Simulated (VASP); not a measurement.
The system is C.

```
C
1.0
     1.22803    0.70900    3.34701
    -1.22803    0.70900    3.34701
     0.00000   -1.41800    3.34701
C
2
Direct
  0.16400 0.16400 0.16400
  0.83600 0.83600 0.83600
```

Base run:

| Quantity | Value |
| --- | --- |
| Program | VASP 6.6.1 |
| Functional | PBE |
| Potentials or basis | VASP PAW PBE potentials, release 64 (C) |
| Cutoff | 520 eV |
| k mesh | 8 × 8 × 8 |
| Occupations | fermi-dirac, width 0.03 eV |
| Spin | no spin polarisation |

Its results: band gap on the k mesh 1.42 eV, direct; pressure 4.8 GPa; largest force 0.871 eV/Å.

Problem. The run is repeated on the same cell with these changes: k mesh from 8 × 8 × 8 to 5 × 5 × 5. What comes out?

Solution. Band gap on the k mesh 2.48 eV, indirect (least direct gap 2.56 eV); pressure 4.9 GPa; largest force 0.873 eV/Å.

Caveats: some runs use coarse meshes.

A k mesh can miss the band edges.
